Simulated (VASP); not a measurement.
# OF3 (Pm-3n) in VASP: further runs

OF3 is run at these levels: PBE+D3(BJ); tasks: single point, relaxation of cell and atoms.

All numbers are computed with VASP 6.6.1; they aren't measurements. Logs are shortened: lines on timing, memory, paths and dates and some standing lists are left out, and cuts for length are marked.

**1. The cell of the first run**

It takes space group Pm-3n (No. 223, cubic). Conventional cell: a = 4.250 Å, b = 4.250 Å, c = 4.250 Å, α = 90.00°, β = 90.00°, γ = 90.00°. O (site symmetry m-3) has 12 F at 2.38 Å within 3.1 Å. F (site symmetry -4m2) has 10 F at 2.12 to 2.60 Å and 4 O at 2.38 Å within 2.8 Å.

The cell was generated, and may not be a known phase.

**2. Single point, PBE+D3(BJ), collinear spin, ferromagnetic start**

Input file INCAR:

```
SYSTEM = OF3
PREC = Accurate
ENCUT = 520
EDIFF = 1E-6
ISMEAR = 0
SIGMA = 0.1
LREAL = .False.
LASPH = .True.
NELM = 150
ALGO = Normal
ISIF = 2
LWAVE = .False.
LCHARG = .True.
ISPIN = 2
MAGMOM = 1 1 1 1 1 1 1 1
LORBIT = 11
GGA = PE
IVDW = 12
LELF = .True.
LVHAR = .True.
NBANDS = 41
```

Input file KPOINTS:

```
Automatic mesh
0
Gamma
  4 4 4
  0 0 0
```

Input file POSCAR:

```
OF3
1.0
    4.2499663100      0.0000000000      0.0000000000
    0.0000000000      4.2499663100      0.0000000000
    0.0000000000      0.0000000000      4.2499663100
O F
2 6
Direct
    0.0000000000      0.0000000000      0.0000000000
    0.5000000000      0.5000000000      0.5000000000
    0.2500000000      0.0000000000      0.5000000000
    0.5000000000      0.7500000000      0.0000000000
    0.7500000000      0.0000000000      0.5000000000
    0.5000000000      0.2500000000      0.0000000000
    0.0000000000      0.5000000000      0.7500000000
    0.0000000000      0.5000000000      0.2500000000
```

Potentials or basis: VASP PAW PBE potentials, release 64 (O, F).

The run is started by

```
$ cat potpaw_PBE.64/O/POTCAR potpaw_PBE.64/F/POTCAR > POTCAR
$ mpirun -np 1 vasp_std > vasp.out
```

OUTCAR:

```text
SYSTEM = OF3
   PREC = Accurate
   ENCUT = 520
   EDIFF = 1E-6
   ISMEAR = 0
   LREAL = .False.
   LASPH = .True.
   NELM = 150
   ISIF = 2
   ISPIN = 2
   LORBIT = 11
   GGA = PE
   IVDW = 12
 IVDW          = 12

 ion  position               nearest neighbor table
   1  0.000  0.000  0.000-
   2  0.500  0.500  0.500-
   3  0.250  0.000  0.500-
   4  0.500  0.750  0.000-
   5  0.750  0.000  0.500-
   6  0.500  0.250  0.000-
   7  0.000  0.500  0.750-
   8  0.000  0.500  0.250-

  LATTYP: Found a simple cubic cell.
 ALAT       =     4.2499663100

  Lattice vectors:

 A1 = (   4.2499663100,   0.0000000000,   0.0000000000)
 A2 = (   0.0000000000,   4.2499663100,   0.0000000000)
 A3 = (   0.0000000000,   0.0000000000,   4.2499663100)

Analysis of symmetry for initial positions (statically):
=====================================================================
 Subroutine PRICEL returns:
 Original cell was already a primitive cell.

 Routine SETGRP: Setting up the symmetry group for a
 simple cubic supercell.

 Subroutine GETGRP returns: Found 48 space group operations
 (whereof 24 operations were pure point group operations)
 out of a pool of 48 trial point group operations.

The static configuration has the point symmetry T_h .
 The point group associated with its full space group is O_h .

Analysis of symmetry for dynamics (positions and initial velocities):
=====================================================================
 Subroutine PRICEL returns:
 Original cell was already a primitive cell.

 Routine SETGRP: Setting up the symmetry group for a
 simple cubic supercell.

 Subroutine GETGRP returns: Found 48 space group operations
 (whereof 24 operations were pure point group operations)
 out of a pool of 48 trial point group operations.

The dynamic configuration has the point symmetry T_h .
 The point group associated with its full space group is O_h .

Analysis of structural, dynamic, and magnetic symmetry:
=====================================================================
 Subroutine PRICEL returns:
 Original cell was already a primitive cell.

 Routine SETGRP: Setting up the symmetry group for a
 simple cubic supercell.

 Subroutine GETGRP returns: Found 48 space group operations
 (whereof 24 operations were pure point group operations)
 out of a pool of 48 trial point group operations.

The overall configuration has the point symmetry T_h .
 The point group associated with its full space group is O_h .

 Subroutine INISYM returns: Found 48 space group operations
 (whereof 24 operations are pure point group operations),
 and found     1 'primitive' translations

----------------------------------------------------------------------------------------

                                     Primitive cell

  volume of cell :      76.7638

  direct lattice vectors                    reciprocal lattice vectors
     4.249966310  0.000000000  0.000000000     0.235295983  0.000000000  0.000000000
     0.000000000  4.249966310  0.000000000     0.000000000  0.235295983  0.000000000
     0.000000000  0.000000000  4.249966310     0.000000000  0.000000000  0.235295983

  length of vectors
     4.249966310  4.249966310  4.249966310     0.235295983  0.235295983  0.235295983

  position of ions in fractional coordinates (direct lattice)
     0.000000000  0.000000000  0.000000000
     0.500000000  0.500000000  0.500000000
     0.250000000  0.000000000  0.500000000
     0.500000000  0.750000000  0.000000000
     0.750000000  0.000000000  0.500000000
     0.500000000  0.250000000  0.000000000
     0.000000000  0.500000000  0.750000000
     0.000000000  0.500000000  0.250000000

  ion indices of the primitive-cell ions
   primitive index   ion index
                 1           1
                 2           2
                 3           3
                 4           4
                 5           5
                 6           6
                 7           7
                 8           8

----------------------------------------------------------------------------------------

 KPOINTS: Automatic mesh

Automatic generation of k-mesh.
 Grid dimensions read from file:
 generate k-points for:    4    4    4

 Generating k-lattice:

  Cartesian coordinates                     Fractional coordinates (reciprocal lattice)
     0.058823996  0.000000000  0.000000000     0.250000000  0.000000000  0.000000000
     0.000000000  0.058823996  0.000000000     0.000000000  0.250000000  0.000000000
     0.000000000  0.000000000  0.058823996     0.000000000  0.000000000  0.250000000

  Length of vectors
     0.058823996  0.058823996  0.058823996

  Shift w.r.t. Gamma in fractional coordinates (k-lattice)
     0.000000000  0.000000000  0.000000000

 Subroutine IBZKPT returns following result:
 ===========================================

 Found     10 irreducible k-points:

 Following reciprocal coordinates:
            Coordinates               Weight
  0.000000  0.000000  0.000000      1.000000
  0.250000  0.000000  0.000000      6.000000
  0.500000  0.000000  0.000000      3.000000
  0.250000  0.250000  0.000000     12.000000
  0.500000  0.250000  0.000000     12.000000
  0.500000  0.500000  0.000000      3.000000
  0.250000  0.250000  0.250000      8.000000
  0.500000  0.250000  0.250000     12.000000
  0.500000  0.500000  0.250000      6.000000
  0.500000  0.500000  0.500000      1.000000
   k-points           NKPTS =     10   k-points in BZ     NKDIM =     10   number of bands    NBANDS=     41
   number of dos      NEDOS =    301   number of ions     NIONS =      8
   total plane-waves  NPLWV =  32768
   dimension x,y,z NGX =    32 NGY =   32 NGZ =   32
   dimension x,y,z NGXF=    64 NGYF=   64 NGZF=   64
   ions per type =               2   6
   NGX,Y,Z   is equivalent  to a cutoff of  12.52, 12.52, 12.52 a.u.
   NGXF,Y,Z  is equivalent  to a cutoff of  25.03, 25.03, 25.03 a.u.
 SYSTEM =  OF3
   PREC   = accura    normal or accurate (medium, high low for compatibility)
   ISTART =      0    job   : 0-new  1-cont  2-samecut
   ICHARG =      2    charge: 1-file 2-atom 10-const
   ISPIN  =      2    spin polarized calculation?
   LNONCOLLINEAR =      F non collinear calculations
   LSORBIT =      F    spin-orbit coupling
   LASPH  =      T    aspherical Exc in radial PAW
   ENCUT  =  520.0 eV  38.22 Ry    6.18 a.u.   7.90  7.90  7.90*2*pi/ulx,y,z
   NELM   =    150;   NELMIN=  2; NELMDL= -5     # of ELM steps
   EDIFF  = 0.1E-05   stopping-criterion for ELM
   LREAL  =      F    real-space projection
   EDIFFG = 0.1E-04   stopping-criterion for IOM
   NSW    =      0    number of steps for IOM
   IBRION =     -1    ionic relax: 0-MD 1-quasi-New 2-CG
   NFREE  =      0    steps in history (QN), initial steepest desc. (CG)
   ISIF   =      2    stress and relaxation
   ISYM   =      2    0-nonsym 1-usesym 2-fastsym
   POTIM  = 0.5000    time-step for ionic-motion
   TEBEG  =    0.0;   TEEND  =   0.0 temperature during run
   PSTRESS=    0.0 pullay stress
   NELECT =      54.0000    total number of electrons
   NUPDOWN=      -1.0000    fix difference up-down
   EMIN   =  10.00;   EMAX   =-10.00  energy-range for DOS
   EFERMI =   0.00;   METHOD = LEGACY
   ISMEAR =     0;   SIGMA  =   0.10  broadening in eV -4-tet -1-fermi 0-gaus
   EFERMI_NEDOS =   21; number of points for ismear=-14 and -15
   IALGO  =     38    algorithm
   IMIX   =      4    mixing-type and parameters
     AMIX     =   0.40;   BMIX     =  1.00
     AMIX_MAG =   1.60;   BMIX_MAG =  1.00
  volume/ion in A,a.u.               =       9.60        64.75
  Fermi-wavevector in a.u.,A,eV,Ry     =   1.455975  2.751394 28.842491  2.119863
  Thomas-Fermi vector in A             =   2.572947
   LORBIT       =     11    0 simple, 1 ext, 2 COOP (PROOUT), +10 PAW based schemes
   GGA     = PE    functional components
   LHFCALC =     F    Hartree Fock is set to
   AEXX    =    0.0000 exact exchange contribution
   IVDW    =    12    specifies the selected vdW correction
   LEPSILON=     F    determine dielectric tensor
   LRPA    =     F    only Hartree local field effects (RPA)
 spin polarized calculation
 Gauss-broadening in eV      SIGMA  =   0.10
  energy-cutoff  :      520.00
  volume of cell :       76.76
 maximum number of plane-waves:      2103
 NGX is ok and might be reduce to    32
   NGX = 15   NGY = 15   NGZ = 15

 number of electron      53.9999918 magnetization       9.9966370

 number of electron      53.9999918 magnetization      10.0008143

 Free energy of the ion-electron system (eV)
  ---------------------------------------------------
  ext. energy  EPLUGINS =         0.00000000
  ---------------------------------------------------
  free energy    TOTEN  =       -12.83012730 eV

  energy without entropy =      -12.77639027  energy(sigma->0) =      -12.80325879

 E-fermi :  -1.8536     XC(G=0): -10.6350

 val. band max:       -1.8568793391   @ k =   0.5000   0.2500   0.0000
 cond. band min:      -1.8358694167   @ k =   0.5000   0.5000   0.0000
 fundamental gap:      0.0210099224
 Fermi energy:        -1.8535756399

 spin component 1

 k-point     1 :       0.0000    0.0000    0.0000
  band No.  band energies     occupation
      1     -24.6845      1.00000
      2     -23.4873      1.00000
      3     -23.4873      1.00000
      4     -22.4656      1.00000
      5     -22.4656      1.00000
      6     -22.4656      1.00000
[... 31 lines left out ...]
     38      18.3561      0.00000
     39      19.0741      0.00000

 k-point     2 :       0.2500    0.0000    0.0000
  band No.  band energies     occupation
      1     -24.5034      1.00000
      2     -23.6366      1.00000
      3     -23.3679      1.00000
      4     -22.6735      1.00000
      5     -22.4615      1.00000
      6     -22.4615      1.00000
[... 328 lines left out ...]
 k-point    10 :       0.5000    0.5000    0.5000
  band No.  band energies     occupation
      1     -23.1943      1.00000
      2     -23.1943      1.00000
      3     -23.1943      1.00000
      4     -23.1943      1.00000
      5     -23.1943      1.00000
      6     -23.1943      1.00000
[... 31 lines left out ...]
     38      16.2408      0.00000
     39      17.9699      0.00000
 Fermi energy:        -1.8535756399

 spin component 2

 k-point     1 :       0.0000    0.0000    0.0000
  band No.  band energies     occupation
      1     -23.0506      1.00000
      2     -21.8294      1.00000
      3     -21.8294      1.00000
      4     -20.7544      1.00000
      5     -20.7544      1.00000
      6     -20.7544      1.00000
[... 31 lines left out ...]
     38      19.3446      0.00000
     39      19.6668      0.00000

 k-point     2 :       0.2500    0.0000    0.0000
  band No.  band energies     occupation
      1     -22.8692      1.00000
      2     -21.9929      1.00000
      3     -21.7017      1.00000
      4     -20.9601      1.00000
      5     -20.7499      1.00000
      6     -20.7499      1.00000
[... 328 lines left out ...]
 k-point    10 :       0.5000    0.5000    0.5000
  band No.  band energies     occupation
      1     -21.5353      1.00000
      2     -21.5353      1.00000
      3     -21.5353      1.00000
      4     -21.5353      1.00000
      5     -21.5353      1.00000
      6     -21.5353      1.00000
[... 31 lines left out ...]
     38      17.0537      0.00000
     39      19.1207      0.00000
 [bands above 39 left out]

------------------------ aborting loop because EDIFF is reached ----------------------------------------

 Edisp (eV)   -0.60564

 E8    (eV) :    -0.1359

  FORCE on cell =-STRESS in cart. coord.  units (eV):
  Direction    XX          YY          ZZ          XY          YZ          ZX
  --------------------------------------------------------------------------------------
  -------------------------------------------------------------------------------------
  Total       3.84494     3.84494     3.84494    -0.00000    -0.00000     0.00000
  in kB      80.24967    80.24967    80.24967    -0.00000    -0.00000     0.00000
  external pressure =       80.25 kB  Pullay stress =        0.00 kB

 VOLUME and BASIS-vectors are now :
 -----------------------------------------------------------------------------
  energy-cutoff  :      520.00
  volume of cell :       76.76
      direct lattice vectors                 reciprocal lattice vectors
     4.249966310  0.000000000  0.000000000     0.235295983  0.000000000  0.000000000
     0.000000000  4.249966310  0.000000000     0.000000000  0.235295983  0.000000000
     0.000000000  0.000000000  4.249966310     0.000000000  0.000000000  0.235295983

 POSITION                                       TOTAL-FORCE (eV/Angst)
 -----------------------------------------------------------------------------------
      0.00000      0.00000      0.00000         0.000000      0.000000      0.000000
      2.12498      2.12498      2.12498         0.000000      0.000000      0.000000
      1.06249      0.00000      2.12498        -0.000000     -0.000000      0.000000
      2.12498      3.18747      0.00000         0.000000      0.000000     -0.000000
      3.18747      0.00000      2.12498         0.000000     -0.000000     -0.000000
      2.12498      1.06249      0.00000        -0.000000     -0.000000      0.000000
      0.00000      2.12498      3.18747         0.000000      0.000000      0.000000
      0.00000      2.12498      1.06249        -0.000000     -0.000000     -0.000000
 -----------------------------------------------------------------------------------
    total drift:                                0.000000     -0.000000      0.000000

  FREE ENERGIE OF THE ION-ELECTRON SYSTEM (eV)
  ---------------------------------------------------
  free  energy   TOTEN  =       -13.4357645873 eV

  energy  without entropy=      -13.3820275517  energy(sigma->0) =      -13.40889607

 total charge

# of ion       s       p       d       tot
------------------------------------------
    1        1.659   2.786   0.000   4.444
    2        1.659   2.786   0.000   4.444
    3        1.768   4.057   0.000   5.825
    4        1.768   4.057   0.000   5.825
    5        1.768   4.057   0.000   5.825
    6        1.768   4.057   0.000   5.825
    7        1.768   4.057   0.000   5.825
    8        1.768   4.057   0.000   5.825
--------------------------------------------------
tot         13.927  29.914   0.000  43.841

 magnetization (x)

# of ion       s       p       d       tot
------------------------------------------
    1        0.016   1.940   0.000   1.956
    2        0.016   1.940   0.000   1.956
    3        0.005   0.839   0.000   0.844
    4        0.005   0.839   0.000   0.844
    5        0.005   0.839   0.000   0.844
    6        0.005   0.839   0.000   0.844
    7        0.005   0.839   0.000   0.844
    8        0.005   0.839   0.000   0.844
--------------------------------------------------
tot          0.065   8.911   0.000   8.977
```

Wall time 65 s (1 thread of Intel Xeon Platinum 8488C (Sapphire Rapids), shared host); peak memory 0.22 GiB.

What came out:

* Free energy: -13.4358 eV
* Pressure: 8.0 GPa
* Band gap on the k mesh: zero (filled and empty bands overlap)
* Net moment: 10.00 μB per cell
* Site moments: O +1.96; F +0.84 μB
* Valence electrons inside the program's atomic spheres: O 4.44; F 5.83
* Dispersion energy per atom: -0.076 eV

Caveat: the k points lie up to 0.37 Å⁻¹ apart; the nearest neighbours stand farther apart than a usual bond.

(Part 1 of 3 ends here.)

The gap in the log of VASP goes by the Fermi energy; the results here count the filled bands.